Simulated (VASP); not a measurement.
Ta3Cr, 4 atoms in the cell. Symmetry: Fm-3m, No. 225, cubic system. Conventional cell: a = 6.432 Å, b = 6.432 Å, c = 6.432 Å, α = 90.00°, β = 90.00°, γ = 90.00°. Ta (site symmetry -43m) has 10 Ta at 2.79 to 3.22 Å and 4 Cr at 2.79 Å within 3.7 Å. Within 3.7 Å of Ta (site symmetry m-3m) lie 8 Ta at 2.79 Å and 6 Cr at 3.22 Å. Cr (site symmetry m-3m) has 14 Ta at 2.79 to 3.22 Å within 3.7 Å. 

- Program: VASP 6.6.1
- Task: single point
- Functional: PBE
- Potentials or basis: VASP PAW PBE potentials, release 64 (Ta_pv, Cr_pv)
- Cutoff: 520 eV
- k mesh: 12 × 12 × 12
- Occupations: gaussian, width 0.1 eV
- Spin: no spin polarisation
- Dipole correction: no
- Further INCAR settings: ALGO = Fast; EDIFF = 1e-07; NBANDS = 30

Potentials or basis: VASP PAW PBE potentials, release 64 (Ta_pv, Cr_pv).

The run is started by

```sh
$ cat potpaw_PBE.64/Ta_pv/POTCAR potpaw_PBE.64/Cr_pv/POTCAR > POTCAR
$ mpirun -np 1 vasp_std > vasp.out
```

Hardware: 1 thread of Intel(R) Xeon(R) 6975P-C (Granite Rapids) (shared host).

Problem. How long does it take, and how much memory?

Solution. Wall time 98 s on 1 thread of Intel(R) Xeon(R) 6975P-C (Granite Rapids), with other jobs on the host, peak memory 0.29 GiB. Counts: scf iterations 21, k points 72.
